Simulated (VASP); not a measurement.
# MgO (I4mm) in VASP: notebook

The runs below take MgO through single point, with r2SCAN.

Everything below comes from runs of VASP 6.6.1. Logs are shortened: lines on timing, memory, paths and dates and some standing lists are left out, and cuts for length are marked.

## Step 1: The cell of the first run

The structure is tetragonal, space group I4mm (No. 107). Conventional cell: a = 2.973 Å, b = 2.973 Å, c = 4.204 Å, α = 90.00°, β = 90.00°, γ = 90.00°. Within 2.5 Å of Mg (site symmetry 4mm) lie 6 O at 1.90 to 2.30 Å. O (site symmetry 4mm) has 6 Mg at 1.90 to 2.30 Å within 2.5 Å.

## Step 2: Single point, r2SCAN (all Mg atoms moved -0.200 Å, as atom 1 along Cartesian [0 1 0])

The input, POSCAR:

```
MgO
1.0
    0.0000000000      2.1021086852      2.1021086852
    2.1021086852      0.0000000000      2.1021086852
    2.1021086852      2.1021086852      0.0000000000
Mg O
1 1
Direct
   -0.0475712796      0.0475712796     -0.0475712796
    0.5000000000      0.5000000000      0.5000000000
```

The input, INCAR.step1:

```
SYSTEM = MgO
  PREC = Accurate
  ENCUT = 520
  ISMEAR = 0
  SIGMA = 0.05
  LREAL = .False.
  LASPH = .True.
  NELM = 80
  NBANDS = 11
  GGA = PE
  ALGO = Normal
  EDIFF = 1E-4
  LWAVE = .True.
  LCHARG = .False.
```

The input, INCAR.step2:

```
SYSTEM = MgO
  PREC = Accurate
  ENCUT = 520
  EDIFF = 1E-7
  ISMEAR = 0
  SIGMA = 0.05
  LREAL = .False.
  LASPH = .True.
  NELM = 80
  ALGO = Normal
  ISIF = 2
  LWAVE = .False.
  LCHARG = .False.
  METAGGA = R2SCAN
  LMIXTAU = .True.
  NBANDS = 11
  ISTART = 1
```

The input, KPOINTS:

```
Automatic mesh
0
Gamma
  10 10 10
  0 0 0
```

Potentials or basis: VASP PAW PBE potentials, release 64 (Mg, O).

Launch:

```sh
$ cat potpaw_PBE.64/Mg/POTCAR potpaw_PBE.64/O/POTCAR > POTCAR
$ cp INCAR.step1 INCAR
$ mpirun -np 1 vasp_std > vasp.out
$ cp INCAR.step2 INCAR
$ mpirun -np 1 vasp_std > vasp.out
```

OUTCAR:

```text
SYSTEM = MgO
   PREC = Accurate
   ENCUT = 520
   EDIFF = 1E-7
   ISMEAR = 0
   LREAL = .False.
   LASPH = .True.
   NELM = 80
   ISIF = 2
   METAGGA = R2SCAN
   ISTART = 1

 ion  position               nearest neighbor table
   1  0.952  0.048  0.952-   2 1.90   2 2.11   2 2.11   2 2.11   2 2.11   2 2.30
   2  0.500  0.500  0.500-   1 1.90   1 2.11   1 2.11   1 2.11   1 2.11   1 2.30

  LATTYP: Found a face centered cubic cell.
 ALAT       =     4.2042173704

  Lattice vectors:

 A1 = (   0.0000000000,   2.1021086852,   2.1021086852)
 A2 = (   2.1021086852,   0.0000000000,   2.1021086852)
 A3 = (   2.1021086852,   2.1021086852,   0.0000000000)

Analysis of symmetry for initial positions (statically):
=====================================================================
 Subroutine PRICEL returns:
 Original cell was already a primitive cell.

 Routine SETGRP: Setting up the symmetry group for a
 face centered cubic supercell.

 Subroutine GETGRP returns: Found  8 space group operations
 (whereof  8 operations were pure point group operations)
 out of a pool of 48 trial point group operations.

The static configuration has the point symmetry C_4v.

Analysis of symmetry for dynamics (positions and initial velocities):
=====================================================================
 Subroutine PRICEL returns:
 Original cell was already a primitive cell.

 Routine SETGRP: Setting up the symmetry group for a
 face centered cubic supercell.

 Subroutine GETGRP returns: Found  8 space group operations
 (whereof  8 operations were pure point group operations)
 out of a pool of 48 trial point group operations.

The dynamic configuration has the point symmetry C_4v.

 Subroutine INISYM returns: Found  8 space group operations
 (whereof  8 operations are pure point group operations),
 and found     1 'primitive' translations

----------------------------------------------------------------------------------------

                                     Primitive cell

  volume of cell :      18.5779

  direct lattice vectors                    reciprocal lattice vectors
     0.000000000  2.102108685  2.102108685    -0.237856398  0.237856398  0.237856398
     2.102108685  0.000000000  2.102108685     0.237856398 -0.237856398  0.237856398
     2.102108685  2.102108685  0.000000000     0.237856398  0.237856398 -0.237856398

  length of vectors
     2.972830612  2.972830612  2.972830612     0.411979366  0.411979366  0.411979366

  position of ions in fractional coordinates (direct lattice)
     0.952428720  0.047571280  0.952428720
     0.500000000  0.500000000  0.500000000

  ion indices of the primitive-cell ions
   primitive index   ion index
                 1           1
                 2           2

----------------------------------------------------------------------------------------

 KPOINTS: Automatic mesh

Automatic generation of k-mesh.
 Grid dimensions read from file:
 generate k-points for:   10   10   10

 Generating k-lattice:

  Cartesian coordinates                     Fractional coordinates (reciprocal lattice)
    -0.023785640  0.023785640  0.023785640     0.100000000  0.000000000  0.000000000
     0.023785640 -0.023785640  0.023785640     0.000000000  0.100000000  0.000000000
     0.023785640  0.023785640 -0.023785640     0.000000000  0.000000000  0.100000000

  Length of vectors
     0.041197937  0.041197937  0.041197937

  Shift w.r.t. Gamma in fractional coordinates (k-lattice)
     0.000000000  0.000000000  0.000000000

 Subroutine IBZKPT returns following result:
 ===========================================

 Found    102 irreducible k-points:

 Following reciprocal coordinates:
            Coordinates               Weight
  0.000000  0.000000  0.000000      1.000000
  0.100000  0.000000  0.000000      8.000000
  0.200000  0.000000  0.000000      8.000000
  0.300000  0.000000  0.000000      8.000000
  0.400000  0.000000  0.000000      8.000000
  0.500000  0.000000  0.000000      4.000000
[... 16 lines left out ...]
 -0.100000  0.100000  0.000000      8.000000
  0.100000  0.000000 -0.100000      4.000000
 [... further k-points ...]
   k-points           NKPTS =    102   k-points in BZ     NKDIM =    102   number of bands    NBANDS=     11
   number of dos      NEDOS =    301   number of ions     NIONS =      2
   total plane-waves  NPLWV =  13824
   dimension x,y,z NGX =    24 NGY =   24 NGZ =   24
   dimension x,y,z NGXF=    48 NGYF=   48 NGZF=   48
   ions per type =               1   1
   NGX,Y,Z   is equivalent  to a cutoff of  13.42, 13.42, 13.42 a.u.
   NGXF,Y,Z  is equivalent  to a cutoff of  26.84, 26.84, 26.84 a.u.
 SYSTEM =  MgO
   PREC   = accura    normal or accurate (medium, high low for compatibility)
   ISTART =      1    job   : 0-new  1-cont  2-samecut
   ICHARG =      0    charge: 1-file 2-atom 10-const
   ISPIN  =      1    spin polarized calculation?
   LNONCOLLINEAR =      F non collinear calculations
   LSORBIT =      F    spin-orbit coupling
   LASPH  =      T    aspherical Exc in radial PAW
   ENCUT  =  520.0 eV  38.22 Ry    6.18 a.u.   5.53  5.53  5.53*2*pi/ulx,y,z
   NELM   =     80;   NELMIN=  2; NELMDL=  0     # of ELM steps
   EDIFF  = 0.1E-06   stopping-criterion for ELM
   LREAL  =      F    real-space projection
   EDIFFG = 0.1E-05   stopping-criterion for IOM
   NSW    =      0    number of steps for IOM
   IBRION =     -1    ionic relax: 0-MD 1-quasi-New 2-CG
   NFREE  =      0    steps in history (QN), initial steepest desc. (CG)
   ISIF   =      2    stress and relaxation
   ISYM   =      2    0-nonsym 1-usesym 2-fastsym
   POTIM  = 0.5000    time-step for ionic-motion
   TEBEG  =    0.0;   TEEND  =   0.0 temperature during run
   PSTRESS=    0.0 pullay stress
   NELECT =       8.0000    total number of electrons
   NUPDOWN=      -1.0000    fix difference up-down
   EMIN   =  10.00;   EMAX   =-10.00  energy-range for DOS
   EFERMI =   0.00;   METHOD = LEGACY
   ISMEAR =     0;   SIGMA  =   0.05  broadening in eV -4-tet -1-fermi 0-gaus
   EFERMI_NEDOS =   21; number of points for ismear=-14 and -15
   IALGO  =     38    algorithm
   IMIX   =      4    mixing-type and parameters
     AMIX     =   0.40;   BMIX     =  1.00
     AMIX_MAG =   1.60;   BMIX_MAG =  1.00
  volume/ion in A,a.u.               =       9.29        62.68
  Fermi-wavevector in a.u.,A,eV,Ry     =   1.236250  2.336174 20.793977  1.528314
  Thomas-Fermi vector in A             =   2.370866
   LORBIT       =      0    0 simple, 1 ext, 2 COOP (PROOUT), +10 PAW based schemes
   METAGGA = R2SCAN    functional components
   LHFCALC =     F    Hartree Fock is set to
   AEXX    =    0.0000 exact exchange contribution
   IVDW    =     0    specifies the selected vdW correction
   LEPSILON=     F    determine dielectric tensor
   LRPA    =     F    only Hartree local field effects (RPA)
 non-spin polarized calculation
 Gauss-broadening in eV      SIGMA  =   0.05
  energy-cutoff  :      520.00
  volume of cell :       18.58
 maximum number of plane-waves:       531
 NGX is ok and might be reduce to    24
   NGX = 11   NGY = 11   NGZ = 11

 number of electron       8.0000004 magnetization

 Free energy of the ion-electron system (eV)
  ---------------------------------------------------
  ext. energy  EPLUGINS =         0.00000000
  ---------------------------------------------------
  free energy    TOTEN  =       -16.03064821 eV

  energy without entropy =      -16.03064821  energy(sigma->0) =      -16.03064821

 E-fermi :   3.1107     XC(G=0): -11.6071

 val. band max:        2.7776529419   @ k =   0.0000   0.0000   0.0000
 cond. band min:       8.4206254263   @ k =   0.0000   0.0000   0.0000
 fundamental gap:      5.6429724843
 Fermi energy:         3.1107182070

 k-point     1 :       0.0000    0.0000    0.0000
  band No.  band energies     occupation
      1     -15.4317      2.00000
      2       2.7266      2.00000
      3       2.7777      2.00000
      4       2.7777      2.00000
      5       8.4206      0.00000
      6      19.7599      0.00000
      7      19.8418      0.00000
      8      19.8418      0.00000
      9      23.7341      0.00000
     10      25.6371      0.00000
     11      25.7616      0.00000

 k-point     2 :       0.1000    0.0000    0.0000
  band No.  band energies     occupation
      1     -15.3276      2.00000
      2       2.1233      2.00000
      3       2.6954      2.00000
      4       2.7117      2.00000
      5       9.0317      0.00000
      6      18.4829      0.00000
      7      20.0449      0.00000
      8      20.0788      0.00000
      9      24.9127      0.00000
     10      24.9963      0.00000
     11      25.5714      0.00000

 k-point     3 :       0.2000    0.0000    0.0000
  band No.  band energies     occupation
      1     -15.0425      2.00000
      2       0.8231      2.00000
      3       2.5266      2.00000
      4       2.5441      2.00000
      5      10.2472      0.00000
      6      16.9157      0.00000
      7      20.4861      0.00000
      8      20.5381      0.00000
      9      24.2528      0.00000
     10      24.4258      0.00000
     11      26.6765      0.00000

 k-point     4 :       0.3000    0.0000    0.0000
  band No.  band energies     occupation
      1     -14.6607      2.00000
      2      -0.4983      2.00000
      3       2.3277      2.00000
      4       2.3462      2.00000
      5      11.2242      0.00000
      6      16.2040      0.00000
      7      20.6065      0.00000
      8      20.6087      0.00000
      9      24.7996      0.00000
     10      24.8793      0.00000
     11      26.1345      0.00000
[... 239 lines left out ...]
 k-point    22 :       0.1000    0.0000   -0.2000
  band No.  band energies     occupation
      1     -14.8483      2.00000
      2       0.2744      2.00000
      3       2.1251      2.00000
      4       2.5053      2.00000
      5      11.0470      0.00000
      6      16.2471      0.00000
      7      20.0966      0.00000
      8      21.0156      0.00000
      9      23.0339      0.00000
     10      25.2618      0.00000
     11      27.9983      0.00000

 k-point    23 :      -0.1000    0.1000    0.0000
  band No.  band energies     occupation
      1     -15.1640      2.00000
      2       1.4266      2.00000
      3       2.4429      2.00000
      4       2.6499      2.00000
      5       9.8246      0.00000
      6      17.3871      0.00000
      7      20.1510      0.00000
      8      20.5123      0.00000
      9      23.7886      0.00000
     10      25.1035      0.00000
     11      27.0469      0.00000

 k-point    24 :       0.1000    0.0000   -0.1000
  band No.  band energies     occupation
      1     -15.1642      2.00000
      2       1.4104      2.00000
      3       2.4417      2.00000
      4       2.6646      2.00000
      5       9.8553      0.00000
      6      17.3416      0.00000
      7      20.2066      0.00000
      8      20.4690      0.00000
      9      23.5691      0.00000
     10      25.1176      0.00000
     11      27.3059      0.00000

 [... further k-points ...]
[... 5 lines left out ...]
  --------------------------------------------------------------------------------------
  -------------------------------------------------------------------------------------
  Total       -0.2397159      1.6027846     -0.2397159      0.0000000      0.0000000      0.0000000
  in kB      -20.6734014    138.2261657    -20.6734014      0.0000000      0.0000000      0.0000000
  external PRESSURE =      32.2931210 kB  Pullay stress =       0.0000000 kB

 VOLUME and BASIS-vectors are now :
 -----------------------------------------------------------------------------
  energy-cutoff  :      520.00
  volume of cell :       18.58
      direct lattice vectors                 reciprocal lattice vectors
     0.000000000  2.102108685  2.102108685    -0.237856398  0.237856398  0.237856398
     2.102108685  0.000000000  2.102108685     0.237856398 -0.237856398  0.237856398
     2.102108685  2.102108685  0.000000000     0.237856398  0.237856398 -0.237856398

 POSITION                                       TOTAL-FORCE (eV/Angst)
 -----------------------------------------------------------------------------------
      2.10211      4.00422      2.10211         0.000000      1.476475      0.000000
      2.10211      2.10211      2.10211         0.000000     -1.476475      0.000000
 -----------------------------------------------------------------------------------
    total drift:                                0.000001      0.000023      0.000001

  FREE ENERGIE OF THE ION-ELECTRON SYSTEM (eV)
  ---------------------------------------------------
  free  energy   TOTEN  =       -16.0306482097 eV

  energy  without entropy=      -16.0306482097  energy(sigma->0) =      -16.03064821
```

Run time: 40 s. Hardware: 1 thread of Intel Xeon Platinum 8488C (Sapphire Rapids), shared host; peak memory 0.15 GiB.

What came out:

* Free energy: -16.0306 eV
* Pressure: 3.2 GPa
* Largest force: 1.476 eV/Å
* Band gap on the k mesh: 5.64 eV, direct

Forces in eV/Å, atoms in the order of the input:
```
Mg   0.000  1.476  0.000
O    0.000 -1.476  0.000
```

Stress tensor (GPa, compression positive):
```
-2.07  0.00  0.00
 0.00 13.82  0.00
 0.00  0.00 -2.07
```

Caveat: the cell differs from its parent crystal (all Mg atoms moved -0.200 Å, as atom 1 along Cartesian [0 1 0]); the PAW data sets were made with another functional, which shifts forces and pressure a little.

## Step 3: Single point, r2SCAN (all Mg atoms moved +0.150 Å, as atom 1 along Cartesian [0 1 0])

Changes to POSCAR since step 2:

```diff
@@ -8,3 +8,3 @@
 Direct
-   -0.0475712796      0.0475712796     -0.0475712796
+    0.0356784597     -0.0356784597      0.0356784597
     0.5000000000      0.5000000000      0.5000000000
```

The input, INCAR.step1:

```
SYSTEM = MgO
PREC = Accurate
ENCUT = 520
ISMEAR = 0
SIGMA = 0.05
LREAL = .FALSE.
LASPH = .TRUE.
NELM = 60
NBANDS = 11
GGA = PE
ALGO = Normal
EDIFF = 1E-4
LWAVE = .TRUE.
LCHARG = .FALSE.
```

The input, INCAR.step2:

```
SYSTEM = MgO
PREC = Accurate
ENCUT = 520
EDIFF = 1E-7
ISMEAR = 0
SIGMA = 0.05
LREAL = .FALSE.
LASPH = .TRUE.
NELM = 60
ALGO = Normal
ISIF = 2
LWAVE = .FALSE.
LCHARG = .FALSE.
METAGGA = R2SCAN
LMIXTAU = .TRUE.
NBANDS = 11
ISTART = 1
```

The input, KPOINTS:

```
regular mesh
0
G
  10 10 10
  0 0 0
```

Potentials or basis: VASP PAW PBE potentials, release 64 (Mg, O).

Launch:

```sh
$ cat potpaw_PBE.64/Mg/POTCAR potpaw_PBE.64/O/POTCAR > POTCAR
$ cp INCAR.step1 INCAR
$ mpirun -np 1 vasp_std > vasp.out
$ cp INCAR.step2 INCAR
$ mpirun -np 1 vasp_std > vasp.out
```

Run time: 41 s. Hardware: 1 thread of Intel Xeon Platinum 8488C (Sapphire Rapids), shared host; peak memory 0.15 GiB.

The run converged. Its results:

- Free energy: -16.0920 eV
- Pressure: 1.3 GPa
- Largest force: 0.992 eV/Å
- Band gap on the k mesh: 5.65 eV, direct

Forces in eV/Å, atoms in the order of the input:
```
Mg   0.000 -0.992  0.000
O    0.000  0.992  0.000
```

Stress tensor (GPa, compression positive):
```
-1.67  0.00  0.00
 0.00  7.09  0.00
 0.00  0.00 -1.67
```

Levels at points of the mesh, in eV from the valence-band top:
```csv
k point,band 2,band 3,band 4,band 5,band 6,band 7
"(0.00, 0.00, 0.00)",-0.03,0.00,0.00,5.65,16.93,16.98
"(0.50, 0.00, 0.00)",-4.61,-0.67,-0.66,8.85,13.77,17.47
"(0.50, 0.50, 0.00)",-4.11,-1.39,-1.37,10.13,11.01,14.38
"(0.50, 0.00, 0.50)",-4.08,-1.36,-1.36,10.06,10.96,14.39
```

Caveat: the cell differs from its parent crystal (all Mg atoms moved +0.150 Å, as atom 1 along Cartesian [0 1 0]); the PAW data sets were made with another functional, which shifts forces and pressure a little.

## Step 4: Single point, r2SCAN (all Mg atoms moved +0.175 Å, as atom 1 along Cartesian [0 1 0])

Changes to POSCAR since step 3:

```diff
@@ -8,3 +8,3 @@
 Direct
-    0.0356784597     -0.0356784597      0.0356784597
+    0.0416248696     -0.0416248696      0.0416248696
     0.5000000000      0.5000000000      0.5000000000
```

The input, INCAR.step1:

```
  PREC = Accurate
  ENCUT = 520
  ISMEAR = 0
  SIGMA = 0.05
  LREAL = False
  LASPH = True
  NELM = 100
  NBANDS = 11
  GGA = PE
  ALGO = Normal
  EDIFF = 1E-4
  LWAVE = True
  LCHARG = False
```

The input, INCAR.step2:

```
  PREC = Accurate
  ENCUT = 520
  EDIFF = 1E-7
  ISMEAR = 0
  SIGMA = 0.05
  LREAL = False
  LASPH = True
  NELM = 100
  ALGO = Normal
  ISIF = 2
  LWAVE = False
  LCHARG = False
  METAGGA = R2SCAN
  LMIXTAU = True
  NBANDS = 11
  ISTART = 1
```

The input, KPOINTS:

```
regular mesh
0
Gamma
  10 10 10
```

Launch:

```sh
$ cat potpaw_PBE.64/Mg/POTCAR potpaw_PBE.64/O/POTCAR > POTCAR
$ cp INCAR.step1 INCAR
$ mpirun -np 1 vasp_std > vasp.out
$ cp INCAR.step2 INCAR
$ mpirun -np 1 vasp_std > vasp.out
```

It took 39 s on 1 thread of Intel Xeon Platinum 8488C (Sapphire Rapids), shared host; peak memory 0.16 GiB.

Results (log left out):

```yaml
Free_energy: -16.0644 eV
Pressure: 2.2 GPa
Largest_force: 1.221 eV/Å
Band_gap_on_the_k_mesh: 5.65 eV, direct
```

Forces in eV/Å, atoms in the order of the input:
```
Mg   0.000 -1.221  0.000
O    0.000  1.221  0.000
```

Stress tensor (GPa, compression positive):
```
-1.85  0.00  0.00
 0.00 10.18  0.00
 0.00  0.00 -1.85
```

Levels at points of the mesh, in eV from the valence-band top:
| k point | band 1 | band 2 | band 3 | band 4 | band 5 | band 6 | band 7 | band 8 | band 9 |
| --- | --- | --- | --- | --- | --- | --- | --- | --- | --- |
| (0.00, 0.00, 0.00) | -18.21 | -0.04 | 0.00 | 0.00 | 5.65 | 16.95 | 17.02 | 17.02 | 20.97 |
| (0.50, 0.00, 0.00) | -16.96 | -4.61 | -0.67 | -0.65 | 8.86 | 13.73 | 17.47 | 17.60 | 22.36 |
| (0.50, 0.50, 0.00) | -16.71 | -4.10 | -1.39 | -1.37 | 10.16 | 10.97 | 14.39 | 20.42 | 20.68 |
| (0.50, 0.00, 0.50) | -16.71 | -4.06 | -1.36 | -1.36 | 10.07 | 10.91 | 14.40 | 20.51 | 20.51 |

Caveat: the cell differs from its parent crystal (all Mg atoms moved +0.175 Å, as atom 1 along Cartesian [0 1 0]); the PAW data sets were made with another functional, which shifts forces and pressure a little.
